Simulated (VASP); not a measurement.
# BN (zinc blende) (F-43m) in VASP: further runs

Runs on BN (zinc blende). Level: LDA. Tasks: single point.

All numbers are computed with VASP 6.6.1; they aren't measurements. Logs are shortened: lines on timing, memory, paths and dates and some standing lists are left out, and cuts for length are marked.

### Step 1. The cell of the first run

The structure is cubic, space group F-43m (No. 216). The conventional cell has a = 3.356 Å, b = 3.356 Å, c = 3.356 Å, α = 90.00°, β = 90.00°, γ = 90.00°. Within 1.9 Å of B (site symmetry -43m) lie 4 N at 1.45 Å. N (site symmetry -43m) has 4 B at 1.45 Å within 1.9 Å.

### Step 2. Single point, LDA (volume scaled by 0.8)

Contents of INCAR:

```
SYSTEM = BN
ALGO = Normal ; EDIFF = 1E-6
ENCUT = 600 ; GGA_COMPAT = .FALSE.
ISIF = 2 ; ISMEAR = 0
LASPH = .TRUE. ; LCHARG = .TRUE.
LELF = .TRUE. ; LREAL = .FALSE.
LVHAR = .TRUE. ; LWAVE = .FALSE.
NBANDS = 11 ; NELM = 120
PREC = Accurate ; SIGMA = 0.01
```

Contents of KPOINTS:

```
k-points
0
G
  10 10 10
  0 0 0
```

Contents of POSCAR:

```
BN
1.0
    0.0000000000      1.6780271951      1.6780271951
    1.6780271951      0.0000000000      1.6780271951
    1.6780271951      1.6780271951      0.0000000000
B N
1 1
Direct
    0.0000000000      0.0000000000      0.0000000000
    0.2500000000      0.2500000000      0.2500000000
```

Potentials or basis: VASP PAW LDA potentials, release 64 (B, N).

On the command line:

```bash
$ cat potpaw_LDA.64/B/POTCAR potpaw_LDA.64/N/POTCAR > POTCAR
$ mpirun -np 1 vasp_std > vasp.out
```

OUTCAR:

```text
SYSTEM = BN
   EDIFF = 1E-6
   ENCUT = 600
   ISIF = 2
   ISMEAR = 0
   LASPH = .TRUE.
   LREAL = .FALSE.
   NELM = 120
   PREC = Accurate

 ion  position               nearest neighbor table
   1  0.000  0.000  0.000-   2 1.45   2 1.45   2 1.45   2 1.45
   2  0.250  0.250  0.250-   1 1.45   1 1.45   1 1.45   1 1.45

  LATTYP: Found a face centered cubic cell.
 ALAT       =     3.3560543902

  Lattice vectors:

 A1 = (   0.0000000000,   1.6780271951,   1.6780271951)
 A2 = (   1.6780271951,   0.0000000000,   1.6780271951)
 A3 = (   1.6780271951,   1.6780271951,   0.0000000000)

Analysis of symmetry for initial positions (statically):
=====================================================================
 Subroutine PRICEL returns:
 Original cell was already a primitive cell.

 Routine SETGRP: Setting up the symmetry group for a
 face centered cubic supercell.

 Subroutine GETGRP returns: Found 24 space group operations
 (whereof 24 operations were pure point group operations)
 out of a pool of 48 trial point group operations.

The static configuration has the point symmetry T_d .

Analysis of symmetry for dynamics (positions and initial velocities):
=====================================================================
 Subroutine PRICEL returns:
 Original cell was already a primitive cell.

 Routine SETGRP: Setting up the symmetry group for a
 face centered cubic supercell.

 Subroutine GETGRP returns: Found 24 space group operations
 (whereof 24 operations were pure point group operations)
 out of a pool of 48 trial point group operations.

The dynamic configuration has the point symmetry T_d .

 Subroutine INISYM returns: Found 24 space group operations
 (whereof 24 operations are pure point group operations),
 and found     1 'primitive' translations

----------------------------------------------------------------------------------------

                                     Primitive cell

  volume of cell :       9.4499

  direct lattice vectors                    reciprocal lattice vectors
     0.000000000  1.678027195  1.678027195    -0.297968949  0.297968949  0.297968949
     1.678027195  0.000000000  1.678027195     0.297968949 -0.297968949  0.297968949
     1.678027195  1.678027195  0.000000000     0.297968949  0.297968949 -0.297968949

  length of vectors
     2.373088817  2.373088817  2.373088817     0.516097359  0.516097359  0.516097359

  position of ions in fractional coordinates (direct lattice)
     0.000000000  0.000000000  0.000000000
     0.250000000  0.250000000  0.250000000

  ion indices of the primitive-cell ions
   primitive index   ion index
                 1           1
                 2           2

----------------------------------------------------------------------------------------

 KPOINTS: k-points

Automatic generation of k-mesh.
 Grid dimensions read from file:
 generate k-points for:   10   10   10

 Generating k-lattice:

  Cartesian coordinates                     Fractional coordinates (reciprocal lattice)
    -0.029796895  0.029796895  0.029796895     0.100000000  0.000000000  0.000000000
     0.029796895 -0.029796895  0.029796895     0.000000000  0.100000000  0.000000000
     0.029796895  0.029796895 -0.029796895     0.000000000  0.000000000  0.100000000

  Length of vectors
     0.051609736  0.051609736  0.051609736

  Shift w.r.t. Gamma in fractional coordinates (k-lattice)
     0.000000000  0.000000000  0.000000000

 Subroutine IBZKPT returns following result:
 ===========================================

 Found     47 irreducible k-points:

 Following reciprocal coordinates:
            Coordinates               Weight
  0.000000  0.000000  0.000000      1.000000
  0.100000  0.000000  0.000000      8.000000
  0.200000  0.000000  0.000000      8.000000
  0.300000  0.000000  0.000000      8.000000
  0.400000  0.000000  0.000000      8.000000
  0.500000  0.000000  0.000000      4.000000
[... 16 lines left out ...]
  0.300000  0.300000  0.000000      6.000000
  0.400000  0.300000  0.000000     24.000000
 [... further k-points ...]
   k-points           NKPTS =     47   k-points in BZ     NKDIM =     47   number of bands    NBANDS=     11
   number of dos      NEDOS =    301   number of ions     NIONS =      2
   total plane-waves  NPLWV =   8000
   dimension x,y,z NGX =    20 NGY =   20 NGZ =   20
   dimension x,y,z NGXF=    40 NGYF=   40 NGZF=   40
   ions per type =               1   1
   NGX,Y,Z   is equivalent  to a cutoff of  14.01, 14.01, 14.01 a.u.
   NGXF,Y,Z  is equivalent  to a cutoff of  28.02, 28.02, 28.02 a.u.
 SYSTEM =  BN
   PREC   = accura    normal or accurate (medium, high low for compatibility)
   ISTART =      0    job   : 0-new  1-cont  2-samecut
   ICHARG =      2    charge: 1-file 2-atom 10-const
   ISPIN  =      1    spin polarized calculation?
   LNONCOLLINEAR =      F non collinear calculations
   LSORBIT =      F    spin-orbit coupling
   LASPH  =      T    aspherical Exc in radial PAW
   ENCUT  =  600.0 eV  44.10 Ry    6.64 a.u.   4.74  4.74  4.74*2*pi/ulx,y,z
   NELM   =    120;   NELMIN=  2; NELMDL= -5     # of ELM steps
   EDIFF  = 0.1E-05   stopping-criterion for ELM
   LREAL  =      F    real-space projection
   EDIFFG = 0.1E-04   stopping-criterion for IOM
   NSW    =      0    number of steps for IOM
   IBRION =     -1    ionic relax: 0-MD 1-quasi-New 2-CG
   NFREE  =      0    steps in history (QN), initial steepest desc. (CG)
   ISIF   =      2    stress and relaxation
   ISYM   =      2    0-nonsym 1-usesym 2-fastsym
   POTIM  = 0.5000    time-step for ionic-motion
   TEBEG  =    0.0;   TEEND  =   0.0 temperature during run
   PSTRESS=    0.0 pullay stress
   NELECT =       8.0000    total number of electrons
   NUPDOWN=      -1.0000    fix difference up-down
   EMIN   =  10.00;   EMAX   =-10.00  energy-range for DOS
   EFERMI =   0.00;   METHOD = LEGACY
   ISMEAR =     0;   SIGMA  =   0.01  broadening in eV -4-tet -1-fermi 0-gaus
   EFERMI_NEDOS =   21; number of points for ismear=-14 and -15
   IALGO  =     38    algorithm
   IMIX   =      4    mixing-type and parameters
     AMIX     =   0.40;   BMIX     =  1.00
     AMIX_MAG =   1.60;   BMIX_MAG =  1.00
  volume/ion in A,a.u.               =       4.72        31.89
  Fermi-wavevector in a.u.,A,eV,Ry     =   1.548683  2.926586 32.632467  2.398419
  Thomas-Fermi vector in A             =   2.653598
   LORBIT       =      0    0 simple, 1 ext, 2 COOP (PROOUT), +10 PAW based schemes
   GGA     = CA    functional components
   LHFCALC =     F    Hartree Fock is set to
   AEXX    =    0.0000 exact exchange contribution
   IVDW    =     0    specifies the selected vdW correction
   LEPSILON=     F    determine dielectric tensor
   LRPA    =     F    only Hartree local field effects (RPA)
 non-spin polarized calculation
 Gauss-broadening in eV      SIGMA  =   0.01
  energy-cutoff  :      600.00
  volume of cell :        9.45
 maximum number of plane-waves:       332
   NGX =  9   NGY =  9   NGZ =  9

 number of electron       8.0000000 magnetization

 Free energy of the ion-electron system (eV)
  ---------------------------------------------------
  ext. energy  EPLUGINS =         0.00000000
  ---------------------------------------------------
  free energy    TOTEN  =       -18.79188004 eV

  energy without entropy =      -18.79188004  energy(sigma->0) =      -18.79188004

 E-fermi :  10.6540     XC(G=0): -14.2113

 val. band max:       10.4445365080   @ k =   0.0000   0.0000   0.0000
 cond. band min:      15.0265727622   @ k =   0.5000   0.5000   0.0000
 fundamental gap:      4.5820362542
 Fermi energy:        10.6540448432

 k-point     1 :       0.0000    0.0000    0.0000
  band No.  band energies     occupation
      1     -12.3775      2.00000
      2      10.4445      2.00000
      3      10.4445      2.00000
      4      10.4445      2.00000
      5      20.1839      0.00000
      6      20.1839      0.00000
      7      20.1839      0.00000
      8      24.7497      0.00000
      9      39.3575      0.00000
     10      41.1337      0.00000
     11      41.1337      0.00000

 k-point     2 :       0.1000    0.0000    0.0000
  band No.  band energies     occupation
      1     -12.0897      2.00000
      2       8.9611      2.00000
      3      10.1173      2.00000
      4      10.1173      2.00000
      5      20.6751      0.00000
      6      20.6751      0.00000
      7      20.8509      0.00000
      8      25.3559      0.00000
      9      37.8989      0.00000
     10      37.8989      0.00000
     11      37.9989      0.00000

 k-point     3 :       0.2000    0.0000    0.0000
  band No.  band energies     occupation
      1     -11.2364      2.00000
      2       5.7833      2.00000
      3       9.3970      2.00000
      4       9.3970      2.00000
      5      21.6503      0.00000
      6      21.6503      0.00000
      7      21.9401      0.00000
      8      26.5921      0.00000
      9      36.1937      0.00000
     10      36.1937      0.00000
     11      36.7467      0.00000

 k-point     4 :       0.3000    0.0000    0.0000
  band No.  band energies     occupation
      1      -9.8605      2.00000
      2       2.2847      2.00000
      3       8.6839      2.00000
      4       8.6839      2.00000
      5      22.2443      0.00000
      6      22.2443      0.00000
      7      22.8841      0.00000
      8      27.3913      0.00000
      9      36.5875      0.00000
     10      36.6801      0.00000
     11      36.6801      0.00000

 k-point     5 :       0.4000    0.0000    0.0000
  band No.  band energies     occupation
      1      -8.1274      2.00000
      2      -0.8490      2.00000
      3       8.2000      2.00000
      4       8.2000      2.00000
      5      22.2878      0.00000
      6      22.2878      0.00000
      7      23.5388      0.00000
      8      27.6602      0.00000
      9      36.9679      0.00000
     10      38.9731      0.00000
     11      38.9731      0.00000
[... 211 lines left out ...]
 k-point    21 :      -0.3000    0.2000    0.0000
  band No.  band energies     occupation
      1      -7.8164      2.00000
      2       0.7901      2.00000
      3       4.4687      2.00000
      4       7.8369      2.00000
      5      21.2554      0.00000
      6      24.0678      0.00000
      7      25.5530      0.00000
      8      28.5490      0.00000
      9      34.8276      0.00000
     10      34.8317      0.00000
     11      41.8697      0.00000

 k-point    22 :      -0.2000    0.2000    0.0000
  band No.  band energies     occupation
      1      -9.4054      2.00000
      2       3.2858      2.00000
      3       5.2232      2.00000
      4       8.8278      2.00000
      5      22.4098      0.00000
      6      22.8293      0.00000
      7      24.0805      0.00000
      8      27.4612      0.00000
      9      33.3780      0.00000
     10      35.4420      0.00000
     11      42.1031      0.00000

 k-point    23 :       0.3000    0.3000    0.0000
  band No.  band energies     occupation
      1      -9.0404      2.00000
      2       4.7674      2.00000
      3       5.8182      2.00000
      4       5.8182      2.00000
      5      17.2065      0.00000
      6      22.5170      0.00000
      7      27.6692      0.00000
      8      27.6692      0.00000
      9      32.7306      0.00000
     10      42.8506      0.00000
     11      45.8944      0.00000

 k-point    24 :       0.4000    0.3000    0.0000
  band No.  band energies     occupation
      1      -7.7718      2.00000
      2       2.7695      2.00000
      3       4.8681      2.00000
      4       5.3203      2.00000
      5      17.0739      0.00000
      6      22.3181      0.00000
      7      28.6961      0.00000
      8      28.9035      0.00000
      9      33.7459      0.00000
     10      42.4024      0.00000
     11      46.0462      0.00000

 [... further k-points ...]
[... 5 lines left out ...]
  --------------------------------------------------------------------------------------
  -------------------------------------------------------------------------------------
  Total        6.6277395      6.6277395      6.6277395      0.0000000      0.0000000      0.0000000
  in kB     1123.6965024   1123.6965024   1123.6965024      0.0000000      0.0000000      0.0000000
  external PRESSURE =    1123.6965024 kB  Pullay stress =       0.0000000 kB

 VOLUME and BASIS-vectors are now :
 -----------------------------------------------------------------------------
  energy-cutoff  :      600.00
  volume of cell :        9.45
      direct lattice vectors                 reciprocal lattice vectors
     0.000000000  1.678027195  1.678027195    -0.297968949  0.297968949  0.297968949
     1.678027195  0.000000000  1.678027195     0.297968949 -0.297968949  0.297968949
     1.678027195  1.678027195  0.000000000     0.297968949  0.297968949 -0.297968949

 POSITION                                       TOTAL-FORCE (eV/Angst)
 -----------------------------------------------------------------------------------
      0.00000      0.00000      0.00000        -0.000000     -0.000000     -0.000000
      0.83901      0.83901      0.83901         0.000000      0.000000      0.000000
 -----------------------------------------------------------------------------------
    total drift:                               -0.000000     -0.000000      0.000000

  FREE ENERGIE OF THE ION-ELECTRON SYSTEM (eV)
  ---------------------------------------------------
  free  energy   TOTEN  =       -18.7918800365 eV

  energy  without entropy=      -18.7918800365  energy(sigma->0) =      -18.79188004
```

Wall time 9.2 s (1 thread of Intel Xeon 8259CL, shared host); peak memory 0.12 GiB.

Results:

| Item | Value |
| --- | --- |
| Free energy | -18.7919 eV |
| Pressure | 112.4 GPa |
| Band gap on the k mesh | 4.58 eV, indirect (least direct gap 9.74 eV) |

Levels at points of the mesh, in eV from the valence-band top:
```tsv
k point	band 1	band 2	band 3	band 4	band 5	band 6	band 7	band 8	band 9
(0.00, 0.00, 0.00)	-22.82	0.00	0.00	0.00	9.74	9.74	9.74	14.31	28.91
(0.50, 0.00, 0.00)	-17.42	-12.93	-2.41	-2.41	11.78	11.78	13.32	17.29	26.73
(0.50, 0.50, 0.00)	-15.72	-10.48	-6.14	-6.14	4.58	10.39	21.36	21.36	24.78
```

 A k mesh can miss the band edges.

### Step 3. Single point, LDA (volume scaled by 0.771)

Contents of INCAR:

```
SYSTEM = BN
PREC = Accurate
ENCUT = 600
EDIFF = 1E-6
ISMEAR = 0
SIGMA = 0.01
LREAL = .FALSE.
LASPH = .TRUE.
NELM = 120
ALGO = Normal
ISIF = 2
LWAVE = .FALSE.
LCHARG = .TRUE.
LELF = .TRUE.
LVHAR = .TRUE.
NBANDS = 11
GGA_COMPAT = .FALSE.
```

Contents of KPOINTS:

```
Automatic mesh
0
G
  10 10 10
  0 0 0
```

Contents of POSCAR:

```
BN
1.0
    0.0000000000      1.6575009730      1.6575009730
    1.6575009730      0.0000000000      1.6575009730
    1.6575009730      1.6575009730      0.0000000000
B N
1 1
Direct
    0.0000000000      0.0000000000      0.0000000000
    0.2500000000      0.2500000000      0.2500000000
```

Potentials or basis: VASP PAW LDA potentials, release 64 (B, N).

On the command line:

```bash
$ cat potpaw_LDA.64/B/POTCAR potpaw_LDA.64/N/POTCAR > POTCAR
$ mpirun -np 1 vasp_std > vasp.out
```

Wall time 9.1 s (1 thread of Intel Xeon 8259CL, shared host); peak memory 0.12 GiB.

It converged, with:

| Property | Result |
| --- | --- |
| Free energy | -18.5188 eV |
| Pressure | 142.5 GPa |
| Band gap on the k mesh | 4.62 eV, indirect (least direct gap 9.91 eV) |

Levels at points of the mesh, in eV from the valence-band top:
| k point | band 1 | band 2 | band 3 | band 4 | band 5 | band 6 | band 7 | band 8 | band 9 |
| --- | --- | --- | --- | --- | --- | --- | --- | --- | --- |
| (0.00, 0.00, 0.00) | -23.32 | 0.00 | 0.00 | 0.00 | 9.91 | 9.91 | 9.91 | 14.99 | 29.68 |
| (0.50, 0.00, 0.00) | -17.73 | -13.33 | -2.50 | -2.50 | 11.98 | 11.98 | 13.87 | 17.66 | 27.42 |
| (0.50, 0.50, 0.00) | -15.97 | -10.78 | -6.37 | -6.37 | 4.62 | 10.60 | 22.02 | 22.02 | 25.58 |

(Part 1 of 2 ends here.)
